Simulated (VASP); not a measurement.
# Ni (Fm-3m) in VASP: a series of runs

Runs on Ni. Level: LDA. Tasks: single point.

Everything below comes from runs of VASP 6.6.1. Logs are shortened: lines on timing, memory, paths and dates and some standing lists are left out, and cuts for length are marked.

## Step 1: The cell of the first run

It takes space group Fm-3m (No. 225, cubic). The conventional cell has a = 3.796 Å, b = 3.796 Å, c = 3.796 Å, α = 90.00°, β = 90.00°, γ = 90.00°. Within 3.5 Å of Ni (site symmetry m-3m) lie 12 Ni at 2.68 Å.

## Step 2: Single point, LDA, collinear spin, ferromagnetic start (volume scaled by 1.25)

File INCAR:

```
ALGO = Normal
EDIFF = 1E-6
ENCUT = 520
GGA = CA
ISIF = 2
ISMEAR = -1
ISPIN = 2
LASPH = True
LCHARG = False
LMAXMIX = 4
LORBIT = 11
LREAL = False
LWAVE = False
MAGMOM = 1.5
NBANDS = 15
NELM = 150
PREC = Accurate
SIGMA = 0.1
```

File KPOINTS:

```
k-points
0
Gamma
  16 16 16
```

File POSCAR:

```
Ni
1.0
    0.0000000000      1.8979869428      1.8979869428
    1.8979869428      0.0000000000      1.8979869428
    1.8979869428      1.8979869428      0.0000000000
Ni
1
Direct
    0.0000000000      0.0000000000      0.0000000000
```

Potentials or basis: VASP PAW LDA potentials, release 64 (Ni).

Launch:

```sh
cat potpaw_LDA.64/Ni/POTCAR > POTCAR
mpirun -np 1 vasp_std > vasp.out
```

OUTCAR:

```text
EDIFF = 1E-6
   ENCUT = 520
   GGA = CA
   ISIF = 2
   ISMEAR = -1
   ISPIN = 2
   LASPH = True
   LORBIT = 11
   LREAL = False
   NELM = 150
   PREC = Accurate

 ion  position               nearest neighbor table
   1  0.000  0.000  0.000-

  LATTYP: Found a face centered cubic cell.
 ALAT       =     3.7959738856

  Lattice vectors:

 A1 = (   0.0000000000,   1.8979869428,   1.8979869428)
 A2 = (   1.8979869428,   0.0000000000,   1.8979869428)
 A3 = (   1.8979869428,   1.8979869428,   0.0000000000)

Analysis of symmetry for initial positions (statically):
=====================================================================
 Subroutine PRICEL returns:
 Original cell was already a primitive cell.

 Routine SETGRP: Setting up the symmetry group for a
 face centered cubic supercell.

 Subroutine GETGRP returns: Found 48 space group operations
 (whereof 48 operations were pure point group operations)
 out of a pool of 48 trial point group operations.

The static configuration has the point symmetry O_h .

Analysis of symmetry for dynamics (positions and initial velocities):
=====================================================================
 Subroutine PRICEL returns:
 Original cell was already a primitive cell.

 Routine SETGRP: Setting up the symmetry group for a
 face centered cubic supercell.

 Subroutine GETGRP returns: Found 48 space group operations
 (whereof 48 operations were pure point group operations)
 out of a pool of 48 trial point group operations.

The dynamic configuration has the point symmetry O_h .

Analysis of structural, dynamic, and magnetic symmetry:
=====================================================================
 Subroutine PRICEL returns:
 Original cell was already a primitive cell.

 Routine SETGRP: Setting up the symmetry group for a
 face centered cubic supercell.

 Subroutine GETGRP returns: Found 48 space group operations
 (whereof 48 operations were pure point group operations)
 out of a pool of 48 trial point group operations.

The overall configuration has the point symmetry O_h .

 Subroutine INISYM returns: Found 48 space group operations
 (whereof 48 operations are pure point group operations),
 and found     1 'primitive' translations

----------------------------------------------------------------------------------------

                                     Primitive cell

  volume of cell :      13.6744

  direct lattice vectors                    reciprocal lattice vectors
     0.000000000  1.897986943  1.897986943    -0.263437007  0.263437007  0.263437007
     1.897986943  0.000000000  1.897986943     0.263437007 -0.263437007  0.263437007
     1.897986943  1.897986943  0.000000000     0.263437007  0.263437007 -0.263437007

  length of vectors
     2.684158876  2.684158876  2.684158876     0.456286281  0.456286281  0.456286281

  position of ions in fractional coordinates (direct lattice)
     0.000000000  0.000000000  0.000000000

  ion indices of the primitive-cell ions
   primitive index   ion index
                 1           1

----------------------------------------------------------------------------------------

 KPOINTS: k-points

Automatic generation of k-mesh.
 Grid dimensions read from file:
 generate k-points for:   16   16   16

 Generating k-lattice:

  Cartesian coordinates                     Fractional coordinates (reciprocal lattice)
    -0.016464813  0.016464813  0.016464813     0.062500000  0.000000000  0.000000000
     0.016464813 -0.016464813  0.016464813     0.000000000  0.062500000  0.000000000
     0.016464813  0.016464813 -0.016464813     0.000000000  0.000000000  0.062500000

  Length of vectors
     0.028517893  0.028517893  0.028517893

  Shift w.r.t. Gamma in fractional coordinates (k-lattice)
     0.000000000  0.000000000  0.000000000

 Subroutine IBZKPT returns following result:
 ===========================================

 Found    145 irreducible k-points:

 Following reciprocal coordinates:
            Coordinates               Weight
  0.000000  0.000000  0.000000      1.000000
  0.062500  0.000000  0.000000      8.000000
  0.125000  0.000000  0.000000      8.000000
  0.187500  0.000000  0.000000      8.000000
  0.250000  0.000000  0.000000      8.000000
  0.312500  0.000000  0.000000      8.000000
[... 16 lines left out ...]
 -0.125000  0.062500  0.000000     24.000000
 -0.062500  0.062500  0.000000     12.000000
 [... further k-points ...]
   k-points           NKPTS =    145   k-points in BZ     NKDIM =    145   number of bands    NBANDS=     15
   number of dos      NEDOS =    301   number of ions     NIONS =      1
   total plane-waves  NPLWV =   8000
   dimension x,y,z NGX =    20 NGY =   20 NGZ =   20
   dimension x,y,z NGXF=    40 NGYF=   40 NGZF=   40
   ions per type =               1
   NGX,Y,Z   is equivalent  to a cutoff of  12.39, 12.39, 12.39 a.u.
   NGXF,Y,Z  is equivalent  to a cutoff of  24.77, 24.77, 24.77 a.u.
 SYSTEM =  unknown system
   PREC   = accura    normal or accurate (medium, high low for compatibility)
   ISTART =      0    job   : 0-new  1-cont  2-samecut
   ICHARG =      2    charge: 1-file 2-atom 10-const
   ISPIN  =      2    spin polarized calculation?
   LNONCOLLINEAR =      F non collinear calculations
   LSORBIT =      F    spin-orbit coupling
   LASPH  =      T    aspherical Exc in radial PAW
   ENCUT  =  520.0 eV  38.22 Ry    6.18 a.u.   4.99  4.99  4.99*2*pi/ulx,y,z
   NELM   =    150;   NELMIN=  2; NELMDL= -5     # of ELM steps
   EDIFF  = 0.1E-05   stopping-criterion for ELM
   LREAL  =      F    real-space projection
   EDIFFG = 0.1E-04   stopping-criterion for IOM
   NSW    =      0    number of steps for IOM
   IBRION =     -1    ionic relax: 0-MD 1-quasi-New 2-CG
   NFREE  =      0    steps in history (QN), initial steepest desc. (CG)
   ISIF   =      2    stress and relaxation
   ISYM   =      2    0-nonsym 1-usesym 2-fastsym
   POTIM  = 0.5000    time-step for ionic-motion
   TEBEG  =    0.0;   TEEND  =   0.0 temperature during run
   PSTRESS=    0.0 pullay stress
   NELECT =      10.0000    total number of electrons
   NUPDOWN=      -1.0000    fix difference up-down
   EMIN   =  10.00;   EMAX   =-10.00  energy-range for DOS
   EFERMI =   0.00;   METHOD = LEGACY
   ISMEAR =    -1;   SIGMA  =   0.10  broadening in eV -4-tet -1-fermi 0-gaus
   EFERMI_NEDOS =   21; number of points for ismear=-14 and -15
   IALGO  =     38    algorithm
   IMIX   =      4    mixing-type and parameters
     AMIX     =   0.40;   BMIX     =  1.00
     AMIX_MAG =   1.60;   BMIX_MAG =  1.00
  volume/ion in A,a.u.               =      13.67        92.28
  Fermi-wavevector in a.u.,A,eV,Ry     =   1.474931  2.787215 29.598393  2.175421
  Thomas-Fermi vector in A             =   2.589642
   LORBIT       =     11    0 simple, 1 ext, 2 COOP (PROOUT), +10 PAW based schemes
   GGA     = CA    functional components
   LHFCALC =     F    Hartree Fock is set to
   AEXX    =    0.0000 exact exchange contribution
   IVDW    =     0    specifies the selected vdW correction
   LEPSILON=     F    determine dielectric tensor
   LRPA    =     F    only Hartree local field effects (RPA)
 spin polarized calculation
  energy-cutoff  :      520.00
  volume of cell :       13.67
 maximum number of plane-waves:       381
   NGX =  9   NGY =  9   NGZ =  9

 number of electron      10.0000000 magnetization       1.5000000

 number of electron       9.9999992 magnetization       0.6436886

 Free energy of the ion-electron system (eV)
  ---------------------------------------------------
  ext. energy  EPLUGINS =         0.00000000
  ---------------------------------------------------
  free energy    TOTEN  =        -6.04979128 eV

  energy without entropy =       -5.97787971  energy(sigma->0) =       -6.01383550

 E-fermi :   6.1389     XC(G=0): -12.3097

 val. band max:        6.1299922130   @ k =  -0.3750   0.3125   0.0000
 cond. band min:       6.1454854250   @ k =  -0.1875   0.2500   0.0625
 fundamental gap:      0.0154932120
 Fermi energy:         6.1389468818

 spin component 1

 k-point     1 :       0.0000    0.0000    0.0000
  band No.  band energies     occupation
      1      -1.3705      1.00000
      2       4.2822      1.00000
      3       4.2822      1.00000
      4       4.2822      1.00000
      5       5.0960      0.99997
      6       5.0960      0.99997
      7      27.9880      0.00000
      8      29.9824      0.00000
      9      29.9824      0.00000
     10      29.9824      0.00000
     11      32.5541      0.00000
     12      32.5541      0.00000
     13      32.5541      0.00000
     14      35.9964      0.00000
     15      39.9565      0.00000

 k-point     2 :       0.0625    0.0000    0.0000
  band No.  band energies     occupation
      1      -1.2412      1.00000
      2       4.2556      1.00000
      3       4.3068      1.00000
      4       4.3068      1.00000
      5       5.0864      0.99997
      6       5.0864      0.99997
      7      27.0815      0.00000
      8      28.7703      0.00000
      9      29.6057      0.00000
     10      29.6057      0.00000
     11      33.1200      0.00000
     12      33.1200      0.00000
     13      33.9361      0.00000
     14      36.6535      0.00000
     15      38.6956      0.00000
[... 365 lines left out ...]
      3       4.4151      1.00000
      4       4.4185      1.00000
      5       4.9900      0.99999
      6       5.1358      0.99996
      7      23.3654      0.00000
      8      25.7854      0.00000
      9      29.4636      0.00000
     10      30.4620      0.00000
     11      32.8493      0.00000
     12      33.5086      0.00000
     13      34.6674      0.00000
     14      37.3135      0.00000
     15      37.6965      0.00000

 k-point    24 :      -0.0625    0.0625    0.0000
  band No.  band energies     occupation
      1      -1.0276      1.00000
      2       4.2064      1.00000
      3       4.3420      1.00000
      4       4.3554      1.00000
      5       5.0390      0.99998
      6       5.1078      0.99997
      7      26.0491      0.00000
      8      26.8556      0.00000
      9      29.3114      0.00000
     10      30.4709      0.00000
     11      32.7311      0.00000
     12      33.3536      0.00000
     13      35.8825      0.00000
     14      36.5735      0.00000
     15      37.2327      0.00000

 [... further k-points ...]

 spin component 2

 k-point     1 :       0.0000    0.0000    0.0000
  band No.  band energies     occupation
      1      -1.3412      1.00000
      2       4.9239      0.99999
      3       4.9239      0.99999
      4       4.9239      0.99999
      5       5.7080      0.98674
      6       5.7080      0.98674
      7      27.9442      0.00000
      8      30.0495      0.00000
      9      30.0495      0.00000
     10      30.0495      0.00000
     11      32.6930      0.00000
     12      32.6930      0.00000
     13      32.6930      0.00000
     14      35.9579      0.00000
     15      40.0681      0.00000

 k-point     2 :       0.0625    0.0000    0.0000
  band No.  band energies     occupation
      1      -1.2118      1.00000
      2       4.8940      1.00000
      3       4.9496      0.99999
      4       4.9496      0.99999
      5       5.6977      0.98803
      6       5.6977      0.98803
      7      27.1156      0.00000
      8      28.7961      0.00000
      9      29.6902      0.00000
     10      29.6902      0.00000
     11      33.2383      0.00000
     12      33.2383      0.00000
     13      33.9986      0.00000
     14      36.6714      0.00000
     15      38.8138      0.00000
[... 365 lines left out ...]
      3       5.0587      0.99998
      4       5.0627      0.99998
      5       5.5954      0.99566
      6       5.7529      0.97937
      7      23.4776      0.00000
      8      25.8768      0.00000
      9      29.4758      0.00000
     10      30.5607      0.00000
     11      32.8643      0.00000
     12      33.6012      0.00000
     13      34.8046      0.00000
     14      37.3680      0.00000
     15      37.8320      0.00000

 k-point    24 :      -0.0625    0.0625    0.0000
  band No.  band energies     occupation
      1      -0.9978      1.00000
      2       4.8398      1.00000
      3       4.9870      0.99999
      4       4.9984      0.99999
      5       5.6469      0.99275
      6       5.7205      0.98499
      7      26.1193      0.00000
      8      26.9455      0.00000
      9      29.3331      0.00000
     10      30.5442      0.00000
     11      32.8654      0.00000
     12      33.3921      0.00000
     13      35.9399      0.00000
     14      36.6921      0.00000
     15      37.3518      0.00000

 [... further k-points ...]
[... 5 lines left out ...]
  --------------------------------------------------------------------------------------
  -------------------------------------------------------------------------------------
  Total       -3.0714625     -3.0714625     -3.0714625      0.0000000     -0.0000000     -0.0000000
  in kB     -359.8704145   -359.8704145   -359.8704145      0.0000000     -0.0000000     -0.0000000
  external PRESSURE =    -359.8704145 kB  Pullay stress =       0.0000000 kB

 VOLUME and BASIS-vectors are now :
 -----------------------------------------------------------------------------
  energy-cutoff  :      520.00
  volume of cell :       13.67
      direct lattice vectors                 reciprocal lattice vectors
     0.000000000  1.897986943  1.897986943    -0.263437007  0.263437007  0.263437007
     1.897986943  0.000000000  1.897986943     0.263437007 -0.263437007  0.263437007
     1.897986943  1.897986943  0.000000000     0.263437007  0.263437007 -0.263437007

 POSITION                                       TOTAL-FORCE (eV/Angst)
 -----------------------------------------------------------------------------------
      0.00000      0.00000      0.00000         0.000000      0.000000      0.000000
 -----------------------------------------------------------------------------------
    total drift:                               -0.000000     -0.000000     -0.000000

  FREE ENERGIE OF THE ION-ELECTRON SYSTEM (eV)
  ---------------------------------------------------
  free  energy   TOTEN  =        -6.0497912833 eV

  energy  without entropy=       -5.9778797111  energy(sigma->0) =       -6.01383550

 total charge

# of ion       s       p       d       tot
------------------------------------------
    1        0.418   0.326   8.261   9.005

 magnetization (x)

# of ion       s       p       d       tot
------------------------------------------
    1       -0.005  -0.016   0.682   0.661
```

Wall time 52 s (1 thread of AMD EPYC 7R43 (Zen 3), shared host); peak memory 0.11 GiB.

What came out:

```
Free energy                                           : -6.0498 eV
Pressure                                              : -36.0 GPa
Net moment                                            : 0.64 μB per cell
Site moments                                          : Ni +0.66 μB
Valence electrons inside the program's atomic spheres : Ni 9.01
```

(Part 1 of 2 ends here.)
